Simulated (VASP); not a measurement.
# BiTe in VASP: settings compared, part 2 of 3

VASP 6.6.1. The steps go on from the part before.

### Step 3. Single point, PBE

This run uses another cell than the first one, of 35.22 Å³/atom, 1.020 times its volume.

Contents of INCAR:

```
SYSTEM = BiTe
  ALGO = Normal
  EDIFF = 1E-6
  ENCUT = 500
  GGA = PE
  GGA_COMPAT = .False.
  ISIF = 2
  ISMEAR = -1
  LASPH = .True.
  LCHARG = .False.
  LREAL = .False.
  LWAVE = .False.
  NBANDS = 18
  NELM = 120
  PREC = Accurate
  SIGMA = 0.05
```

Contents of KPOINTS:

```
k-points
0
Gamma
  6 6 6
  0 0 0
```

Contents of POSCAR:

```
BiTe
1.0
    0.0000000000      3.2997000000      3.2350000000
    3.2997000000      0.0000000000      3.2350000000
    3.2997000000      3.2997000000      0.0000000000
Bi Te
1 1
Direct
    0.0000000000      0.0000000000      0.0000000000
    0.5000000000      0.5000000000      0.5000000000
```

Potentials or basis: VASP PAW PBE potentials, release 64 (Bi_d, Te).

Launch:

```console
> cat potpaw_PBE.64/Bi_d/POTCAR potpaw_PBE.64/Te/POTCAR > POTCAR
> mpirun -np 1 vasp_std > vasp.out
```

OUTCAR:

```text
SYSTEM = BiTe
   EDIFF = 1E-6
   ENCUT = 500
   GGA = PE
   ISIF = 2
   ISMEAR = -1
   LASPH = .True.
   LREAL = .False.
   NELM = 120
   PREC = Accurate

 ion  position               nearest neighbor table
   1  0.000  0.000  0.000-   2 3.23   2 3.23   2 3.30   2 3.30   2 3.30   2 3.30
   2  0.500  0.500  0.500-   1 3.23   1 3.23   1 3.30   1 3.30   1 3.30   1 3.30

  LATTYP: Found a body centered tetragonal cell.
 ALAT       =     4.6664804918
 C/A-ratio  =     1.3864838847

  Lattice vectors:

 A1 = (   0.0000000000,  -3.2997000000,  -3.2350000000)
 A2 = (   0.0000000000,   3.2997000000,  -3.2350000000)
 A3 = (   3.2997000000,   0.0000000000,   3.2350000000)

Analysis of symmetry for initial positions (statically):
=====================================================================
 Subroutine PRICEL returns:
 Original cell was already a primitive cell.

 Routine SETGRP: Setting up the symmetry group for a
 body centered tetragonal supercell.

 Subroutine GETGRP returns: Found 16 space group operations
 (whereof 16 operations were pure point group operations)
 out of a pool of 16 trial point group operations.

The static configuration has the point symmetry D_4h.

Analysis of symmetry for dynamics (positions and initial velocities):
=====================================================================
 Subroutine PRICEL returns:
 Original cell was already a primitive cell.

 Routine SETGRP: Setting up the symmetry group for a
 body centered tetragonal supercell.

 Subroutine GETGRP returns: Found 16 space group operations
 (whereof 16 operations were pure point group operations)
 out of a pool of 16 trial point group operations.

The dynamic configuration has the point symmetry D_4h.

 Subroutine INISYM returns: Found 16 space group operations
 (whereof 16 operations are pure point group operations),
 and found     1 'primitive' translations

----------------------------------------------------------------------------------------

[... 111 lines left out ...]
     AMIX     =   0.40;   BMIX     =  1.00
     AMIX_MAG =   1.60;   BMIX_MAG =  1.00
  volume/ion in A,a.u.               =      35.22       237.69
  Fermi-wavevector in a.u.,A,eV,Ry     =   1.093613  2.066628 16.272414  1.195989
  Thomas-Fermi vector in A             =   2.229901
   LORBIT       =      0    0 simple, 1 ext, 2 COOP (PROOUT), +10 PAW based schemes
   GGA     = PE    functional components
   LHFCALC =     F    Hartree Fock is set to
   AEXX    =    0.0000 exact exchange contribution
   IVDW    =     0    specifies the selected vdW correction
   LEPSILON=     F    determine dielectric tensor
   LRPA    =     F    only Hartree local field effects (RPA)
 non-spin polarized calculation
  energy-cutoff  :      500.00
  volume of cell :       70.45
 maximum number of plane-waves:      1819
 NGX is ok and might be reduce to    36
   NGX = 17   NGY = 17   NGZ = 17

 number of electron      20.9999996 magnetization

 Free energy of the ion-electron system (eV)
  ---------------------------------------------------
  ext. energy  EPLUGINS =         0.00000000
  ---------------------------------------------------
  free energy    TOTEN  =        -7.16861247 eV

  energy without entropy =       -7.15320986  energy(sigma->0) =       -7.16091116

 E-fermi :   6.0985     XC(G=0):  -9.2583

 val. band max:        6.0745913826   @ k =   0.1667   0.1667   0.0000
 cond. band min:       6.1689136195   @ k =  -0.1667  -0.0000   0.1667
 fundamental gap:      0.0943222369
 Fermi energy:         6.0985092343

 k-point     1 :       0.0000    0.0000    0.0000
  band No.  band energies     occupation
      1     -16.9721      2.00000
      2     -16.9651      2.00000
      3     -16.9651      2.00000
      4     -16.9493      2.00000
      5     -16.9481      2.00000
      6      -7.0806      2.00000
[... 481 lines left out ...]
      5     -16.9416      2.00000
      6      -5.5096      2.00000
[... 10 lines left out ...]
     17      15.5649      0.00000
     18      15.8559      0.00000

 [... further k-points ...]

------------------------ aborting loop because EDIFF is reached ----------------------------------------

  FORCE on cell =-STRESS in cart. coord.  units (eV):
  Direction    XX          YY          ZZ          XY          YZ          ZX
  --------------------------------------------------------------------------------------
  -------------------------------------------------------------------------------------
  Total       -0.5387179     -0.5387179     -0.1939453      0.0000000     -0.0000000      0.0000000
  in kB      -12.2523328    -12.2523328     -4.4109949      0.0000000     -0.0000000      0.0000000
  external PRESSURE =      -9.6385535 kB  Pullay stress =       0.0000000 kB

 VOLUME and BASIS-vectors are now :
 -----------------------------------------------------------------------------
  energy-cutoff  :      500.00
  volume of cell :       70.45
      direct lattice vectors                 reciprocal lattice vectors
     0.000000000  3.299700000  3.235000000    -0.151528927  0.151528927  0.154559505
     3.299700000  0.000000000  3.235000000     0.151528927 -0.151528927  0.154559505
     3.299700000  3.299700000  0.000000000     0.151528927  0.151528927 -0.154559505

 POSITION                                       TOTAL-FORCE (eV/Angst)
 -----------------------------------------------------------------------------------
      0.00000      0.00000      0.00000         0.000000      0.000000      0.000000
      3.29970      3.29970      3.23500         0.000000      0.000000     -0.000000
 -----------------------------------------------------------------------------------
    total drift:                               -0.000000      0.000000      0.000000

  FREE ENERGIE OF THE ION-ELECTRON SYSTEM (eV)
  ---------------------------------------------------
  free  energy   TOTEN  =        -7.1686124687 eV

  energy  without entropy=       -7.1532098556  energy(sigma->0) =       -7.16091116
```

OSZICAR:

```text
N       E                     dE             d eps       ncg     rms          rms(c)
DAV:   1     0.155671802997E+03    0.15567E+03   -0.95812E+03  1080   0.107E+03
DAV:   2     0.475877447681E+01   -0.15091E+03   -0.14728E+03  1152   0.296E+02
DAV:   3    -0.686158367367E+01   -0.11620E+02   -0.11502E+02  1320   0.878E+01
DAV:   4    -0.718493739549E+01   -0.32335E+00   -0.32293E+00  1312   0.157E+01
DAV:   5    -0.719885814109E+01   -0.13921E-01   -0.13920E-01  1456   0.305E+00    0.599E+00
DAV:   6    -0.716407096745E+01    0.34787E-01   -0.12145E-01  1506   0.203E+00    0.372E+00
DAV:   7    -0.716843515811E+01   -0.43642E-02   -0.28848E-02  1252   0.848E-01    0.707E-01
DAV:   8    -0.716847269091E+01   -0.37533E-04   -0.41369E-03  1380   0.423E-01    0.121E-01
DAV:   9    -0.716861033469E+01   -0.13764E-03   -0.42937E-04  1206   0.124E-01    0.508E-02
DAV:  10    -0.716861147259E+01   -0.11379E-05   -0.19718E-05  1434   0.261E-02    0.327E-02
DAV:  11    -0.716861328191E+01   -0.18093E-05   -0.19509E-05  1166   0.300E-02    0.454E-03
DAV:  12    -0.716861246865E+01    0.81325E-06   -0.31533E-06  1134   0.137E-02
   1 F= -.71686125E+01 E0= -.71609112E+01  d E =-.154026E-01
```

stdout:

```text
POSCAR found type information on POSCAR BiTe
 POSCAR found :  2 types and       2 ions
 scaLAPACK will be used
 LDA part: xc-table for (Slater+PW92), standard interpolation
 POSCAR, INCAR and KPOINTS ok, starting setup
 FFT: planning ... GRIDC
 FFT: planning ... GRID_SOFT
 FFT: planning ... GRID
 WAVECAR not read
 entering main loop
```

It took 52 s on 1 thread of Intel Xeon 8259CL, shared host; peak memory 0.22 GiB.

What came out:

| Item | Value |
| --- | --- |
| Free energy | -7.1686 eV |
| Pressure | -1.0 GPa |

Caveat: spin-orbit coupling is left out, which moves the levels of the heavy elements.

(Part 2 of 3 ends here.)
